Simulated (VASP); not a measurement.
Write the native input for VASP 6.6.1 that does the following.

```
Task                   : single point
Functional             : LDA
Potentials or basis    : VASP PAW LDA potentials, release 64 (Si, O)
Cutoff                 : 520 eV
k mesh                 : 6 × 6 × 6
Occupations            : fermi-dirac, width 0.05 eV
Spin                   : no spin polarisation
Dipole correction      : no
Further INCAR settings : ALGO = Normal; EDIFF = 1e-06; NBANDS = 44
```

The structure of SiO2 lies in POSCAR:

```
SiO2
1.0
   -2.6233364600      4.7767535050      4.4416747250
    2.6233364600     -4.7767535050      4.4416747250
    2.6233364600      4.7767535050     -4.4416747250
Si O
4 8
Direct
    0.2603409800      0.8449448900      0.4153960900
    0.0704512000      0.1550551100      0.9153960900
    0.7396590200      0.1550551100      0.5846039100
    0.9295488000      0.8449448900      0.0846039100
    0.5000000000      0.0000000000      0.5000000000
    0.0000000000      0.0000000000      0.0000000000
    0.7931754100      0.0000000000      0.2931754100
    0.2068245900      0.5000000000      0.2068245900
    0.2068245900      0.0000000000      0.7068245900
    0.7931754100      0.5000000000      0.7931754100
    0.8693111300      0.1193111300      0.7500000000
    0.1306888700      0.8806888700      0.2500000000
```

These files were run (other wordings do the same):

INCAR

```
PREC = Accurate
ENCUT = 520
EDIFF = 1E-6
ISMEAR = -1
SIGMA = 0.05
LREAL = False
LASPH = True
NELM = 80
ALGO = Normal
ISIF = 2
LWAVE = False
LCHARG = True
GGA = CA
LELF = True
LVHAR = True
NBANDS = 44
```

KPOINTS

```
regular mesh
0
Gamma
  6 6 6
```

Potentials or basis: VASP PAW LDA potentials, release 64 (Si, O).

Launch:

```sh
$ cat potpaw_LDA.64/Si/POTCAR potpaw_LDA.64/O/POTCAR > POTCAR
$ mpirun -np 1 vasp_std > vasp.out
```

It gave:

```json
{
  "Pressure": "-0.8 GPa",
  "Largest force": "0.050 eV/Å",
  "Band gap on the k mesh": "5.41 eV, direct"
}
```

It took 8.8 min on 1 thread of Intel(R) Xeon(R) 6975P-C (Granite Rapids), with other jobs on the host, peak memory 0.5 GiB.
